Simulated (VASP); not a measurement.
# Sb (P6/mmm) in VASP: a series of runs, part 2 of 2

VASP 6.6.1. The steps go on from the part before.

### 4 Single point, revPBE (volume scaled by 1.12)

Contents of INCAR:

```
SYSTEM = Sb
PREC     = Accurate       ! precision mode
ENCUT    = 520            ! plane-wave cutoff, eV
EDIFF    = 1E-6           ! SCF threshold, eV
ISMEAR   = -1             ! smearing method
SIGMA    = 0.1            ! smearing width, eV
LREAL    = .FALSE.        ! projectors in reciprocal space
LASPH    = .TRUE.         ! aspherical terms in the spheres
NELM     = 80             ! most SCF steps
ALGO     = Normal         ! electronic algorithm
ISIF     = 2              ! what is computed and relaxed
LWAVE    = .FALSE.        ! write WAVECAR
LCHARG   = .FALSE.        ! write CHGCAR
GGA      = RE             ! functional
NBANDS   = 14             ! bands
```

Contents of KPOINTS:

```
regular mesh
0
G
  8 8 11
  0 0 0
```

Contents of POSCAR:

```
Sb
1.0
    5.6755810785      0.0000000000      0.0000000000
   -2.8377905392      4.9151973953      0.0000000000
    0.0000000000      0.0000000000      3.3840498784
Sb
3
Direct
    0.0000000000      1.0000000000      0.0000000000
    0.3333333333      0.6666666667      0.5000000000
    0.6666666667      0.3333333333      0.5000000000
```

Potentials or basis: VASP PAW PBE potentials, release 64 (Sb).

Run with:

```bash
> cat potpaw_PBE.64/Sb/POTCAR > POTCAR
> mpirun -np 1 vasp_std > vasp.out
```

OUTCAR:

```text
SYSTEM = Sb
   PREC = Accurate
   ENCUT = 520
   EDIFF = 1E-6
   ISMEAR = -1
   LREAL = .FALSE.
   LASPH = .TRUE.
   NELM = 80
   ISIF = 2
   GGA = RE

 ion  position               nearest neighbor table
   1  0.000  0.000  0.000-   2 3.69   3 3.69   2 3.69   3 3.69   3 3.69   3 3.69   2 3.69   2 3.69
                             3 3.69   3 3.69   2 3.69   2 3.69
   2  0.333  0.667  0.500-   3 3.28   3 3.28   3 3.28   1 3.69   1 3.69   1 3.69   1 3.69   1 3.69
                             1 3.69
   3  0.667  0.333  0.500-   2 3.28   2 3.28   2 3.28   1 3.69   1 3.69   1 3.69   1 3.69   1 3.69
                             1 3.69

  LATTYP: Found a hexagonal cell.
[... 605 lines left out ...]
  --------------------------------------------------------------------------------------
  -------------------------------------------------------------------------------------
  Total       -2.8206340     -2.8206340     -3.3679546     -0.0000000      0.0000000     -0.0000000
  in kB      -47.8706430    -47.8706430    -57.1595442     -0.0000000      0.0000000     -0.0000000
  external PRESSURE =     -50.9669434 kB  Pullay stress =       0.0000000 kB

 VOLUME and BASIS-vectors are now :
 -----------------------------------------------------------------------------
  energy-cutoff  :      520.00
  volume of cell :       94.40
      direct lattice vectors                 reciprocal lattice vectors
     5.675581078  0.000000000  0.000000000     0.176193413  0.101725314  0.000000000
    -2.837790539  4.915197395  0.000000000     0.000000000  0.203450629  0.000000000
     0.000000000  0.000000000  3.384049878     0.000000000  0.000000000  0.295503919

 POSITION                                       TOTAL-FORCE (eV/Angst)
 -----------------------------------------------------------------------------------
      0.00000      0.00000      0.00000         0.000000      0.000000      0.000000
     -0.00000      3.27680      1.69202        -0.000000     -0.000000      0.000000
      2.83779      1.63840      1.69202         0.000000      0.000000      0.000000
 -----------------------------------------------------------------------------------
    total drift:                               -0.000000      0.000000     -0.000000

  FREE ENERGIE OF THE ION-ELECTRON SYSTEM (eV)
  ---------------------------------------------------
  free  energy   TOTEN  =       -10.5421178154 eV

  energy  without entropy=      -10.4670133861  energy(sigma->0) =      -10.50456560
```

It took 78 s on 1 thread of Intel Xeon 6975P-C, shared host; peak memory 0.24 GiB.

What came out:

- Free energy: -10.5421 eV
- Pressure: -5.1 GPa

Levels at points of the mesh, in eV from the Fermi level:
| k point | band 5 | band 6 | band 7 | band 8 | band 9 | band 10 | band 11 | band 12 |
| --- | --- | --- | --- | --- | --- | --- | --- | --- |
| (0.00, 0.00, 0.00) | -3.28 | -3.01 | -3.01 | 1.48 | 4.34 | 4.34 | 4.67 | 4.68 |
| (0.50, 0.00, 0.00) | -1.08 | -0.86 | 0.93 | 1.34 | 1.80 | 2.84 | 2.85 | 4.16 |

Caveat: the cell differs from its parent crystal (volume scaled by 1.12); the PAW data sets were made with another functional, which shifts forces and pressure a little; spin-orbit coupling is left out, which moves the levels of the heavy elements.

### 5 Single point, revPBE

This run uses another cell than the first one, of 28.10 Å³/atom, 0.962 times its volume.

Contents of INCAR:

```
SYSTEM = Sb
PREC = Accurate ; ENCUT = 520
EDIFF = 1E-7 ; ISMEAR = -1
SIGMA = 0.1 ; LREAL = .False.
LASPH = .True. ; NELM = 100
ALGO = Normal ; ISIF = 2
LWAVE = .False. ; LCHARG = .False.
GGA = RE ; NBANDS = 14
```

Contents of KPOINTS:

```
regular mesh
0
Gamma
  9 9 13
  0 0 0
```

Contents of POSCAR:

```
Sb
1.0
    5.4651781660      0.0000000000      0.0000000000
   -2.7325890830      4.7329831280      0.0000000000
    0.0000000000      0.0000000000      3.2585977104
Sb
3
Direct
    0.0000000000      1.0000000000      0.0000000000
    0.3333333333      0.6666666667      0.5000000000
    0.6666666667      0.3333333333      0.5000000000
```

Run with:

```bash
> cat potpaw_PBE.64/Sb/POTCAR > POTCAR
> mpirun -np 1 vasp_std > vasp.out
```

Wall time 96 s (1 thread of Intel Xeon 6975P-C, shared host); peak memory 0.24 GiB.

Results (log left out):

```yaml
Free_energy: -10.7255 eV
Pressure: -0.4 GPa
```

Stress tensor (GPa, compression positive):
```
-0.43  0.00  0.00
 0.00 -0.43  0.00
 0.00  0.00 -0.23
```

Levels at points of the mesh, in eV from the Fermi level:
| k point | band 4 | band 5 | band 6 | band 7 | band 8 | band 9 | band 10 | band 11 | band 12 | band 13 |
| --- | --- | --- | --- | --- | --- | --- | --- | --- | --- | --- |
| (0.00, 0.00, 0.00) | -3.79 | -3.79 | -3.52 | -3.52 | 1.62 | 5.10 | 5.10 | 5.49 | 5.50 | 5.51 |

Caveat: the PAW data sets were made with another functional, which shifts forces and pressure a little; spin-orbit coupling is left out, which moves the levels of the heavy elements.

### 6 Relaxation of cell and atoms, revPBE

This run uses another cell than the first one, of 27.18 Å³/atom, 0.930 times its volume.

Contents of INCAR:

```
SYSTEM = Sb
  PREC = Accurate
  ENCUT = 600
  EDIFF = 1E-6
  ISMEAR = -1
  SIGMA = 0.1
  LREAL = .FALSE.
  LASPH = .TRUE.
  NELM = 80
  ALGO = Normal
  ISIF = 3
  LWAVE = .FALSE.
  LCHARG = .FALSE.
  GGA = RE
  IBRION = 2
  NSW = 80
  EDIFFG = -0.01
```

Contents of KPOINTS:

```
Automatic mesh
0
G
  7 7 10
  0 0 0
```

Contents of POSCAR:

```
Sb
1.0
    5.3555937617      0.0000000000      0.0000000000
   -2.6777968808      4.6380802500      0.0000000000
    0.0000000000      0.0000000000      3.2829789759
Sb
3
Direct
    0.0000000000      0.0000000000      0.0000000000
    0.3333333333      0.6666666667      0.5000000000
    0.6666666667      0.3333333333      0.5000000000
```

Potentials or basis: VASP PAW PBE potentials, release 64 (Sb).

Run with:

```bash
> cat potpaw_PBE.64/Sb/POTCAR > POTCAR
> mpirun -np 1 vasp_std > vasp.out
```

OUTCAR:

```text
SYSTEM = Sb
   PREC = Accurate
   ENCUT = 600
   EDIFF = 1E-6
   ISMEAR = -1
   LREAL = .FALSE.
   LASPH = .TRUE.
   NELM = 80
   ISIF = 3
   GGA = RE
   IBRION = 2
   NSW = 80
   EDIFFG = -0.01

 ion  position               nearest neighbor table
   1  0.000  0.000  0.000-   2 3.50   3 3.50   2 3.50   3 3.50   2 3.50   2 3.50   3 3.50   3 3.50
                             3 3.50   3 3.50   2 3.50   2 3.50
   2  0.333  0.667  0.500-   3 3.09   3 3.09   3 3.09   1 3.50   1 3.50   1 3.50   1 3.50   1 3.50
                             1 3.50
   3  0.667  0.333  0.500-   2 3.09   2 3.09   2 3.09   1 3.50   1 3.50   1 3.50   1 3.50   1 3.50
                             1 3.50

  LATTYP: Found a hexagonal cell.
 ALAT       =     5.3555937617
 C/A-ratio  =     0.6130000000

  Lattice vectors:

 A1 = (   5.3555937617,   0.0000000000,   0.0000000000)
 A2 = (  -2.6777968808,   4.6380802500,   0.0000000000)
 A3 = (   0.0000000000,   0.0000000000,   3.2829789759)

[... 229 lines left out ...]
      5       4.1247      2.00000
      6       4.4182      2.00000
      7       4.4182      2.00000
      8       9.1848      0.00000
      9      12.9846      0.00000
     10      13.0630      0.00000
     11      13.0851      0.00000
[... 506 lines left out ...]
--------------------------------------- Ionic step        7  -------------------------------------------

 number of electron      15.0000000 magnetization

 Free energy of the ion-electron system (eV)
  ---------------------------------------------------
  ext. energy  EPLUGINS =         0.00000000
  ---------------------------------------------------
  free energy    TOTEN  =       -10.71401921 eV

  energy without entropy =      -10.63956672  energy(sigma->0) =      -10.67679296

 E-fermi :   8.0613     XC(G=0): -10.0206

 val. band max:        8.0611153229   @ k =   0.4286  -0.0000   0.0000
 cond. band min:       8.0680859047   @ k =   0.4286  -0.0000   0.1000
 fundamental gap:      0.0069705818
 Fermi energy:         8.0612990038

 k-point     1 :       0.0000    0.0000    0.0000
  band No.  band energies     occupation
      1      -4.5525      2.00000
      2      -0.1846      2.00000
      3       0.0335      2.00000
      4       4.2190      2.00000
      5       4.2190      2.00000
      6       4.4890      2.00000
      7       4.4890      2.00000
      8       9.6488      0.00000
      9      13.1545      0.00000
     10      13.1545      0.00000
     11      13.5444      0.00000
[... 352 lines left out ...]
  FREE ENERGIE OF THE ION-ELECTRON SYSTEM (eV)
  ---------------------------------------------------
  free  energy   TOTEN  =       -10.7140192066 eV

  energy  without entropy=      -10.6395667214  energy(sigma->0) =      -10.67679296

 reached required accuracy - stopping structural energy minimisation
```

CONTCAR:

```text
Sb
   1.00000000000000
     5.4578971682400290    0.0000000000011100   -0.0000000000000000
    -2.7289485840680978    4.7266775989578536    0.0000000000000000
     0.0000000000000000   -0.0000000000000000    3.2551150606030861
  Sb
     3
Direct
     0.0000000000000000    0.0000000000000000    1.0000000000000000
     0.3333333332999970    0.6666666667000030    0.5000000000000000
     0.6666666667000030    0.3333333332999970    0.5000000000000000

  0.00000000E+00  0.00000000E+00  0.00000000E+00
  0.00000000E+00  0.00000000E+00  0.00000000E+00
  0.00000000E+00  0.00000000E+00  0.00000000E+00
```

Run time: 3.6 min. Hardware: 1 thread of Intel Xeon 6975P-C, shared host; peak memory 0.26 GiB.

Results:

```
Free energy                            : -10.7140 eV
Relaxed volume                         : 27.99 Å³/atom
Relaxed cell                           : a = 5.458 Å, b = 5.458 Å, c = 3.255 Å, α = 90.00°, β = 90.00°, γ = 120.00°
Space group after relaxing (to 0.05 Å) : P6/mmm (No. 191)
Energy gained by relaxing              : 6.9 meV/atom
Ionic steps                            : 7
Pressure after relaxing                : 0.0 GPa
```

The path:
| step | energy change (eV) | largest force (eV/Å) | pressure (GPa) | volume (Å³) |
| --- | --- | --- | --- | --- |
| 1 | 0.0000 | 0.0000 | 1.78 | 81.55 |
| 2 | -0.0152 | 0.0000 | -0.73 | 85.15 |
| 3 | -0.0167 | 0.0000 | -0.18 | 84.28 |
| 4 | -0.0197 | 0.0000 | -0.12 | 84.20 |
| 5 | -0.0207 | 0.0000 | -0.07 | 84.12 |
| 6 | -0.0208 | 0.0000 | -0.06 | 84.11 |
| 7 | -0.0208 | 0.0000 | 0.03 | 83.97 |

Final structure:
```cif
data_structure
_symmetry_space_group_name_H-M 'P 1'
_symmetry_Int_Tables_number 1
_cell_length_a 5.4579
_cell_length_b 5.4579
_cell_length_c 3.2551
_cell_angle_alpha 90.000
_cell_angle_beta 90.000
_cell_angle_gamma 120.000
_cell_volume 83.97
loop_
_atom_site_label
_atom_site_type_symbol
_atom_site_fract_x
_atom_site_fract_y
_atom_site_fract_z
_atom_site_occupancy
Sb1 Sb 0.00000 0.00000 0.00000 1
Sb2 Sb 0.33333 0.66667 0.50000 1
Sb3 Sb 0.66667 0.33333 0.50000 1
```

Levels at points of the mesh, in eV from the Fermi level:
| k point | band 4 | band 5 | band 6 | band 7 | band 8 | band 9 | band 10 | band 11 |
| --- | --- | --- | --- | --- | --- | --- | --- | --- |
| (0.00, 0.00, 0.00) | -3.84 | -3.84 | -3.57 | -3.57 | 1.59 | 5.09 | 5.09 | 5.48 |
| (0.00, 0.00, 0.50) | -3.46 | -2.74 | -2.07 | -2.07 | -2.01 | -0.52 | -0.52 | 0.51 |

Caveat: the PAW data sets were made with another functional, which shifts forces and pressure a little; spin-orbit coupling is left out, which moves the levels of the heavy elements.

### 7 Summary

```csv
task,cell,k mesh,cutoff (eV),gap on the mesh (eV),pressure (GPa)
single point,"a = 5.537, b = 5.537, c = 3.301 Å, angles 90.0, 90.0, 120.0°, 3 atoms",8 × 8 × 11,520,none,-2.3
single point,"a = 5.607, b = 5.607, c = 3.343 Å, angles 90.0, 90.0, 120.0°, 3 atoms",8 × 8 × 11,520,none,-3.9
single point,"a = 5.676, b = 5.676, c = 3.384 Å, angles 90.0, 90.0, 120.0°, 3 atoms",8 × 8 × 11,520,none,-5.1
single point,"a = 5.465, b = 5.465, c = 3.259 Å, angles 90.0, 90.0, 120.0°, 3 atoms",9 × 9 × 13,520,none,-0.4
relaxation of cell and atoms,"relaxed from a = 5.356, b = 5.356, c = 3.283 Å, angles 90.0, 90.0, 120.0°, 3 atoms",7 × 7 × 10,600,none,0.0
```

Alike in all rows: level revPBE; potentials or basis VASP PAW PBE potentials, release 64 (Sb); no spin polarisation; smearing fermi-dirac 0.1 eV.

Caveats: the PAW data sets were made with another functional, which shifts forces and pressure a little; spin-orbit coupling is left out, which moves the levels of the heavy elements.

Absolute energies hang on the potentials; compare differences alone.
